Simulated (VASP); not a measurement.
## Cu: single point with PBE

Crystal: Cu.

```
Cu
1.0
     0.00000    1.83256    1.83256
     1.83256    0.00000    1.83256
     1.83256    1.83256    0.00000
Cu
1
Cartesian
  0.0000 0.0000 0.0000
```

* Program: VASP 6.6.1
* Task: single point
* Functional: PBE
* Potentials or basis: VASP PAW PBE potentials, release 64 (Cu)
* Cutoff: 520 eV
* k mesh: 18 × 18 × 18
* Occupations: fermi-dirac, width 0.05 eV
* Spin: no spin polarisation
* Dipole correction: no
* Further INCAR settings: ALGO = Normal; EDIFF = 1e-06; NBANDS = 12

```json
{"Pressure": "-3.1 GPa"}
```

Levels at points of the mesh, in eV from the Fermi level:
| k point | band 3 | band 4 | band 5 | band 6 | band 7 | band 8 | band 9 | band 10 |
| --- | --- | --- | --- | --- | --- | --- | --- | --- |
| (0.00, 0.00, 0.00) | -2.88 | -2.88 | -2.11 | -2.11 | 22.28 | 24.61 | 24.61 | 24.61 |
| (0.50, 0.00, 0.00) | -2.91 | -1.57 | -1.57 | -0.86 | 3.58 | 20.80 | 21.46 | 21.46 |
| (0.50, 0.50, 0.00) | -1.59 | -1.44 | -1.44 | 1.55 | 6.85 | 12.79 | 12.79 | 17.18 |

Wall time 9.4 s on 1 thread of Intel(R) Xeon(R) 6975P-C (Granite Rapids), with other jobs on the host, peak memory 0.14 GiB.
